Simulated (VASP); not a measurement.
Set up this calculation in VASP 6.6.1, as the native input.

```yaml
Task: single point
Functional: PBE
Potentials_or_basis: VASP PAW PBE potentials, release 64 (Ge_d)
Cutoff: 520 eV
k_mesh: 14 × 14 × 14
Occupations: gaussian, width 0.15 eV
Spin: no spin polarisation
Dipole_correction: no
Further_INCAR_settings: ALGO = Normal; EDIFF = 1e-07; NBANDS = 21
```

The structure of Ge lies in POSCAR:

```
Ge
1.0
    0.0000000000      2.8805347716      2.9093401193
    2.8805347716      0.0000000000      2.9093401193
    2.8805347716      2.8805347716      0.0000000000
Ge
2
Direct
    0.5000000000      0.5000000000      0.5000000000
    0.7500000000      0.7500000000      0.7500000000
```

This cell differs from its parent crystal: engineering shear strain xy +0.0000, normal strain along z +0.0100.

One way to write it, as run:

INCAR

```
SYSTEM = Ge
PREC = Accurate
ENCUT = 520
EDIFF = 1E-7
ISMEAR = 0
SIGMA = 0.15
LREAL = .FALSE.
LASPH = .TRUE.
NELM = 60
ALGO = Normal
ISIF = 2
LWAVE = .FALSE.
LCHARG = .FALSE.
GGA = PE
NBANDS = 21
```

KPOINTS

```
Automatic mesh
0
G
  14 14 14
  0 0 0
```

Potentials or basis: VASP PAW PBE potentials, release 64 (Ge_d).

The run is started by

```sh
$ cat potpaw_PBE.64/Ge_d/POTCAR > POTCAR
$ mpirun -np 1 vasp_std > vasp.out
```

It gave:

```yaml
Pressure: -0.7 GPa
Band_gap_on_the_k_mesh: zero (band 14 reaches 4.41 eV, above the bottom of band 15 at 4.38 eV)
```

Caveat: the cell differs from its parent crystal (engineering shear strain xy +0.0000, normal strain along z +0.0100).

Run time: 84 s on 1 thread of Intel(R) Xeon(R) 6975P-C (Granite Rapids) (shared host), peak memory 0.31 GiB.
